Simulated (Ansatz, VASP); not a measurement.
Be4C: VASP beside Ansatz

INCAR

```
SYSTEM = Be4C
PREC = Accurate ; ENCUT = 600
EDIFF = 1E-6 ; ISMEAR = 0
SIGMA = 0.1 ; LREAL = .FALSE.
LASPH = .TRUE. ; NELM = 100
ALGO = Normal ; ISIF = 3
LWAVE = .FALSE. ; LCHARG = .FALSE.
GGA = PE ; IBRION = 2
NSW = 100 ; EDIFFG = -0.01
```

The input KPOINTS:

```
Automatic mesh
0
G
  14 14 14
  0 0 0
```

The input POSCAR:

```
Be4C
1.0
   -2.2146073911      2.2146073911      1.9012244892
    2.2146073911     -2.2146073911      1.9012244892
    2.2146073911      2.2146073911     -1.9012244892
Be C
4 1
Direct
    0.5810879578      0.0810879578      0.1621759156
    0.9189120422      0.4189120422      0.8378240844
    0.0810879578      0.9189120422      0.5000000000
    0.4189120422      0.5810879578      0.5000000000
    0.0000000000      0.0000000000      0.0000000000
```

Input for Ansatz:

```yaml
crystal:
  lattice:
    - [-2.2146073911, 2.2146073911, 1.9012244892]
    - [2.2146073911, -2.2146073911, 1.9012244892]
    - [2.2146073911, 2.2146073911, -1.9012244892]
  atoms:
    - { symbol: Be, position: [0.5810879578, 0.0810879578, 0.1621759156] }
    - { symbol: Be, position: [0.9189120422, 0.4189120422, 0.8378240844] }
    - { symbol: Be, position: [0.0810879578, 0.9189120422, 0.5] }
    - { symbol: Be, position: [0.4189120422, 0.5810879578, 0.5] }
    - { symbol: C, position: [0.0, 0.0, 0.0] }
basis:
  ecutwfc: 420
kpoints:
  mp_grid: { grid: [14, 14, 14] }
hamiltonian:
  xc: pbe
scf:
  occupations: { method: gaussian, width: 0.1 }
output:
  forces: true
  stress: true
  eigenvalues: true
relax:
  adjacent_minimum: "off"
  f_tol: 0.01
  max_steps: 80
  cell: { stress_tol: 0.05 }
```

Alike in both runs: task relaxation of cell and atoms; functional PBE; k mesh 14 × 14 × 14; occupations gaussian, width 0.1 eV; no spin polarisation.

|  | VASP | Ansatz |
| --- | --- | --- |
| version | VASP 6.6.1 | Ansatz 0.2.0 |
| potentials or method | VASP PAW PBE potentials, release 64 (Be, C), cutoff 600 eV | scalar-relativistic, plane waves, PAW |
| valence electrons in the cell | 12 | 12 |

```tsv
	VASP	Ansatz	Ansatz less VASP
gap on the k mesh at the Fermi level, each at its own relaxed structure (eV)	none	none	-
relaxed volume (Å³/atom)	7.46	7.45	-0.007
relaxed cell length with the largest relative difference (Å)	3.666	3.664	-0.0013
```

A gap of «none» marks a metal or a gap that the smearing closes.
